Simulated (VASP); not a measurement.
# TaN (P-6m2) in VASP: notebook

Runs on TaN. Level: PBE+D3(BJ). Tasks: single point, relaxation of cell and atoms.

Everything below comes from runs of VASP 6.6.1. Logs are shortened: lines on timing, memory, paths and dates and some standing lists are left out, and cuts for length are marked.

## (1) The cell of the first run

The structure is hexagonal, space group P-6m2 (No. 187). The conventional cell has a = 2.929 Å, b = 2.929 Å, c = 2.881 Å, α = 90.00°, β = 90.00°, γ = 120.00°. Ta (site symmetry -6m2) has 6 N at 2.22 Å and 2 Ta at 2.88 Å within 2.9 Å. Within 2.9 Å of N (site symmetry -6m2) lie 6 Ta at 2.22 Å and 2 N at 2.88 Å.

## (2) Single point, PBE+D3(BJ)

The input, INCAR:

```
PREC = Accurate
ENCUT = 520
EDIFF = 1E-6
ISMEAR = 0
SIGMA = 0.1
LREAL = False
LASPH = True
NELM = 100
ALGO = Normal
ISIF = 2
LWAVE = False
LCHARG = True
GGA = PE
IVDW = 12
LELF = True
LVHAR = True
NBANDS = 15
```

The input, KPOINTS:

```
regular mesh
0
Gamma
  18 18 14
```

The input, POSCAR:

```
TaN
1.0
    2.9285153094      0.0000000000      0.0000000000
   -1.4642576547      2.5361686533      0.0000000000
    0.0000000000      0.0000000000      2.8807935964
Ta N
1 1
Direct
    0.3333333333      0.6666666667      0.5000000000
    0.0000000000      0.0000000000      0.0000000000
```

Potentials or basis: VASP PAW PBE potentials, release 64 (Ta_pv, N).

On the command line:

```sh
$ cat potpaw_PBE.64/Ta_pv/POTCAR potpaw_PBE.64/N/POTCAR > POTCAR
$ mpirun -np 1 vasp_std > vasp.out
```

OUTCAR:

```text
PREC = Accurate
   ENCUT = 520
   EDIFF = 1E-6
   ISMEAR = 0
   LREAL = False
   LASPH = True
   NELM = 100
   ISIF = 2
   GGA = PE
   IVDW = 12
 IVDW          = 12

 ion  position               nearest neighbor table
   1  0.333  0.667  0.500-   2 2.22   2 2.22   2 2.22   2 2.22   2 2.22   2 2.22
   2  0.000  0.000  0.000-   1 2.22   1 2.22   1 2.22   1 2.22   1 2.22   1 2.22

  LATTYP: Found a hexagonal cell.
 ALAT       =     2.9285153094
 C/A-ratio  =     0.9837044687

  Lattice vectors:

 A1 = (   2.9285153094,   0.0000000000,   0.0000000000)
 A2 = (  -1.4642576547,   2.5361686533,   0.0000000000)
 A3 = (   0.0000000000,   0.0000000000,   2.8807935964)

Analysis of symmetry for initial positions (statically):
=====================================================================
 Subroutine PRICEL returns:
 Original cell was already a primitive cell.

 Routine SETGRP: Setting up the symmetry group for a
 hexagonal supercell.

 Subroutine GETGRP returns: Found 12 space group operations
 (whereof 12 operations were pure point group operations)
 out of a pool of 24 trial point group operations.

The static configuration has the point symmetry D_3h.

Analysis of symmetry for dynamics (positions and initial velocities):
=====================================================================
 Subroutine PRICEL returns:
 Original cell was already a primitive cell.

 Routine SETGRP: Setting up the symmetry group for a
 hexagonal supercell.

 Subroutine GETGRP returns: Found 12 space group operations
 (whereof 12 operations were pure point group operations)
 out of a pool of 24 trial point group operations.

The dynamic configuration has the point symmetry D_3h.

 Subroutine INISYM returns: Found 12 space group operations
 (whereof 12 operations are pure point group operations),
 and found     1 'primitive' translations

----------------------------------------------------------------------------------------

                                     Primitive cell

  volume of cell :      21.3963

  direct lattice vectors                    reciprocal lattice vectors
     2.928515309  0.000000000  0.000000000     0.341469958  0.197147772  0.000000000
    -1.464257655  2.536168653  0.000000000     0.000000000  0.394295544  0.000000000
     0.000000000  0.000000000  2.880793596     0.000000000  0.000000000  0.347126570

  length of vectors
     2.928515309  2.928515309  2.880793596     0.394295544  0.394295544  0.347126570

  position of ions in fractional coordinates (direct lattice)
[... 91 lines left out ...]
   NUPDOWN=      -1.0000    fix difference up-down
   EMIN   =  10.00;   EMAX   =-10.00  energy-range for DOS
   EFERMI =   0.00;   METHOD = LEGACY
   ISMEAR =     0;   SIGMA  =   0.10  broadening in eV -4-tet -1-fermi 0-gaus
   EFERMI_NEDOS =   21; number of points for ismear=-14 and -15
   IALGO  =     38    algorithm
   IMIX   =      4    mixing-type and parameters
     AMIX     =   0.40;   BMIX     =  1.00
     AMIX_MAG =   1.60;   BMIX_MAG =  1.00
  volume/ion in A,a.u.               =      10.70        72.19
  Fermi-wavevector in a.u.,A,eV,Ry     =   1.485943  2.808026 30.042037  2.208027
  Thomas-Fermi vector in A             =   2.599292
   LORBIT       =      0    0 simple, 1 ext, 2 COOP (PROOUT), +10 PAW based schemes
   GGA     = PE    functional components
   LHFCALC =     F    Hartree Fock is set to
   AEXX    =    0.0000 exact exchange contribution
   IVDW    =    12    specifies the selected vdW correction
   LEPSILON=     F    determine dielectric tensor
   LRPA    =     F    only Hartree local field effects (RPA)
 non-spin polarized calculation
 Gauss-broadening in eV      SIGMA  =   0.10
  energy-cutoff  :      520.00
  volume of cell :       21.40
 maximum number of plane-waves:       599
 NGX is ok and might be reduce to    24
   NGX = 11   NGY = 11   NGZ = 11

 number of electron      16.0000000 magnetization

 Free energy of the ion-electron system (eV)
  ---------------------------------------------------
  ext. energy  EPLUGINS =         0.00000000
  ---------------------------------------------------
  free energy    TOTEN  =       -22.43388491 eV

  energy without entropy =      -22.43363699  energy(sigma->0) =      -22.43376095

 E-fermi :   8.3203     XC(G=0): -13.3860

 val. band max:        8.2814060099   @ k =   0.0000   0.0000   0.4286
 cond. band min:       8.3498310942   @ k =   0.0556   0.0000   0.5000
 fundamental gap:      0.0684250843
 Fermi energy:         8.3203094091

 k-point     1 :       0.0000    0.0000    0.0000
  band No.  band energies     occupation
      1     -26.5036      2.00000
      2     -26.2275      2.00000
      3     -26.2275      2.00000
      4      -9.5040      2.00000
      5       3.7529      2.00000
      6       3.7529      2.00000
      7       4.0818      2.00000
      8       5.3781      2.00000
      9      10.6160      0.00000
     10      11.9339      0.00000
     11      11.9339      0.00000
     12      12.3710      0.00000
     13      12.3710      0.00000
     14      21.4748      0.00000
[... 401 lines left out ...]
      2     -26.5406      2.00000
      3     -26.3553      2.00000
      4      -7.1704      2.00000
      5       0.2156      2.00000
      6       3.1441      2.00000
      7       4.0549      2.00000
      8       6.0297      2.00000
      9      10.6548      0.00000
     10      11.4291      0.00000
     11      12.9484      0.00000
     12      14.4273      0.00000
     13      16.9983      0.00000
     14      20.5644      0.00000
     15      21.7295      0.00000

 [... further k-points ...]

------------------------ aborting loop because EDIFF is reached ----------------------------------------

 Edisp (eV)   -0.93754

 E8    (eV) :    -0.4332

  FORCE on cell =-STRESS in cart. coord.  units (eV):
  Direction    XX          YY          ZZ          XY          YZ          ZX
  --------------------------------------------------------------------------------------
  -------------------------------------------------------------------------------------
  Total       0.09155     0.09155     0.11508     0.00000    -0.00000     0.00000
  in kB       6.85524     6.85524     8.61709     0.00000    -0.00000     0.00000
  external pressure =        7.44 kB  Pullay stress =        0.00 kB

 VOLUME and BASIS-vectors are now :
 -----------------------------------------------------------------------------
  energy-cutoff  :      520.00
  volume of cell :       21.40
      direct lattice vectors                 reciprocal lattice vectors
     2.928515309  0.000000000  0.000000000     0.341469958  0.197147772  0.000000000
    -1.464257655  2.536168653  0.000000000     0.000000000  0.394295544  0.000000000
     0.000000000  0.000000000  2.880793596     0.000000000  0.000000000  0.347126570

 POSITION                                       TOTAL-FORCE (eV/Angst)
 -----------------------------------------------------------------------------------
     -0.00000      1.69078      1.44040         0.000000      0.000000      0.000000
      0.00000      0.00000      0.00000        -0.000000      0.000000      0.000000
 -----------------------------------------------------------------------------------
    total drift:                                0.000000     -0.000000     -0.000000

  FREE ENERGIE OF THE ION-ELECTRON SYSTEM (eV)
  ---------------------------------------------------
  free  energy   TOTEN  =       -23.3714270176 eV

  energy  without entropy=      -23.3711791030  energy(sigma->0) =      -23.37130306
```

OSZICAR:

```text
N       E                     dE             d eps       ncg     rms          rms(c)
DAV:   1     0.920275445363E+02    0.92028E+02   -0.88016E+03  8880   0.113E+03
DAV:   2    -0.220806337764E+02   -0.11411E+03   -0.10728E+03 10686   0.308E+02
DAV:   3    -0.249549665312E+02   -0.28743E+01   -0.28607E+01 10182   0.455E+01
DAV:   4    -0.249669948238E+02   -0.12028E-01   -0.12025E-01 11554   0.319E+00
DAV:   5    -0.249670658504E+02   -0.71027E-04   -0.71024E-04 10280   0.229E-01    0.239E+01
DAV:   6    -0.225104327101E+02    0.24566E+01   -0.40236E+00 11570   0.237E+01    0.101E+01
DAV:   7    -0.224616944752E+02    0.48738E-01   -0.61681E-01  9692   0.617E+00    0.706E+00
DAV:   8    -0.224429412977E+02    0.18753E-01   -0.15518E-01 11057   0.335E+00    0.171E+00
DAV:   9    -0.224338788574E+02    0.90624E-02   -0.17740E-02 10042   0.112E+00    0.175E-01
DAV:  10    -0.224339604986E+02   -0.81641E-04   -0.12790E-03 10707   0.398E-01    0.968E-02
DAV:  11    -0.224338851172E+02    0.75381E-04   -0.98731E-05 10427   0.104E-01    0.134E-02
DAV:  12    -0.224338849562E+02    0.16095E-06   -0.12878E-05 10084   0.324E-02    0.412E-03
DAV:  13    -0.224338849058E+02    0.50486E-07   -0.91235E-08  4979   0.306E-03
   1 F= -.23371427E+02 E0= -.23371303E+02  d E =-.247915E-03
```

stdout:

```text
POSCAR found type information on POSCAR TaN
 POSCAR found :  2 types and       2 ions
 scaLAPACK will be used
 LDA part: xc-table for (Slater+PW92), standard interpolation
 POSCAR, INCAR and KPOINTS ok, starting setup
 FFT: planning ... GRIDC
 FFT: planning ... GRID_SOFT
 FFT: planning ... GRID
 WAVECAR not read
 entering main loop
```

Run time: 25 s. Hardware: 1 thread of Intel Xeon 6975P-C (Granite Rapids), shared host; peak memory 0.22 GiB.

What came out:

- Free energy: -23.3714 eV
- Pressure: 0.7 GPa
- Band gap on the k mesh: zero (band 8 reaches 8.54 eV, above the bottom of band 9 at 8.24 eV)
- Dispersion energy per atom: -0.469 eV

Caveat: spin-orbit coupling is left out, which moves the levels of the heavy elements; pairwise dispersion overbinds metals, which lowers pressure and volume.

## (3) Relaxation of cell and atoms, PBE+D3(BJ)

This run uses another cell than the first one, of 10.92 Å³/atom, 1.021 times its volume.

The input, INCAR:

```
ALGO = Normal
EDIFF = 1E-6
EDIFFG = -0.005
ENCUT = 600
GGA = PE
IBRION = 2
ISIF = 3
ISMEAR = 0
IVDW = 12
LASPH = T
LCHARG = F
LREAL = F
LWAVE = F
NELM = 100
NSW = 70
PREC = Accurate
SIGMA = 0.1
```

The input, KPOINTS:

```
k-points
0
Gamma
  18 18 14
```

The input, POSCAR:

```
TaN
1.0
    2.9501846799      0.0000000000      0.0000000000
   -1.4750923399      2.5549348786      0.0000000000
    0.0000000000      0.0000000000      2.8977716016
Ta N
1 1
Direct
    0.3333333333      0.6666666667      0.5000000000
    0.0000000000      0.0000000000      0.0000000000
```

Potentials or basis: VASP PAW PBE potentials, release 64 (Ta_pv, N).

On the command line:

```sh
$ cat potpaw_PBE.64/Ta_pv/POTCAR potpaw_PBE.64/N/POTCAR > POTCAR
$ mpirun -np 1 vasp_std > vasp.out
```

Wall time 72 s (1 thread of Intel Xeon 6975P-C (Granite Rapids), shared host); peak memory 0.24 GiB.

Results (log left out):

```yaml
Free_energy: -23.3744 eV
Relaxed_volume: 10.72 Å³/atom
Relaxed_cell: a = 2.930 Å, b = 2.930 Å, c = 2.883 Å, α = 90.00°, β = 90.00°, γ = 120.00°
Space_group_after_relaxing_to_0.05_Å: P-6m2 (No. 187)
Energy_gained_by_relaxing: 4.2 meV/atom
Ionic_steps: 7
Pressure_after_relaxing: 0.0 GPa
Band_gap_on_the_k_mesh: zero (band 8 reaches 8.52 eV, above the bottom of band 9 at 8.22 eV)
Dispersion_energy_per_atom: -0.468 eV
```

Step by step:
| step | energy change (eV) | largest force (eV/Å) | pressure (GPa) | volume (Å³) |
| --- | --- | --- | --- | --- |
| 1 | 0.0000 | 0.0000 | -6.39 | 21.84 |
| 2 | 0.0414 | 0.0000 | 17.63 | 20.49 |
| 3 | -0.0083 | 0.0000 | -0.10 | 21.44 |
| 4 | -0.0083 | 0.0000 | 0.03 | 21.43 |
| 5 | -0.0083 | 0.0000 | 0.04 | 21.43 |
| 6 | -0.0083 | 0.0000 | 0.03 | 21.43 |
| 7 | -0.0083 | 0.0000 | 0.04 | 21.43 |

Final structure:
```
Ta N
1.0
     2.92998    0.00000    0.00000
    -1.46499    2.53744    0.00000
     0.00000    0.00000    2.88272
Ta N
1 1
Direct
  0.33333 0.66667 0.50000
  0.00000 0.00000 0.00000
```

Levels at points of the mesh, in eV from the Fermi level:
```tsv
k point	band 6	band 7	band 8	band 9	band 10	band 11
(0.00, 0.00, 0.00)	-4.56	-4.23	-2.94	2.28	3.61	3.61
(0.50, 0.00, 0.00)	-5.23	-3.49	-3.17	3.04	4.08	5.25
(0.00, 0.00, 0.50)	-3.74	-3.74	-0.08	-0.08	2.39	3.38
(0.50, 0.00, 0.50)	-6.20	-5.69	-0.35	4.21	5.42	6.08
```

Caveat: spin-orbit coupling is left out, which moves the levels of the heavy elements; pairwise dispersion overbinds metals, which lowers pressure and volume.
